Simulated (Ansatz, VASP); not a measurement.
Pd: VASP beside Ansatz

```
Pd
1.0
     0.00000    1.97423    1.97423
     1.97423    0.00000    1.97423
     1.97423    1.97423    0.00000
Pd
1
Direct
  0.00000 0.00000 0.00000
```

Alike in both runs: functional PBE; k mesh 8 × 8 × 8; occupations gaussian, width 0.1 eV; no spin polarisation.

Ansatz relaxed the structure, and its values are those at the end. VASP's run is a single point on that final structure, the one shown.

```csv
,VASP,Ansatz
version,VASP 6.6.1,Ansatz 0.2.0
potentials or method,"VASP PAW PBE potentials, release 64 (Pd), cutoff 500 eV","scalar-relativistic, plane waves, PAW"
valence electrons in the cell,10,18
```

Ansatz gave:

```
gap on the k mesh at the Fermi level (eV) : none
pressure (GPa)                            : 0.0
```

Question: Estimate VASP's values.

Answer: gap on the k mesh at the Fermi level (eV): none; pressure (GPa): -0.2.

A gap of «none» marks a metal or a gap that the smearing closes. With one functional, cell and mesh, what is left measures potentials, basis and numerics. VASP's potentials hold 10 valence electrons a cell and Ansatz's 18, so a difference there can come from the potentials and not from the codes.
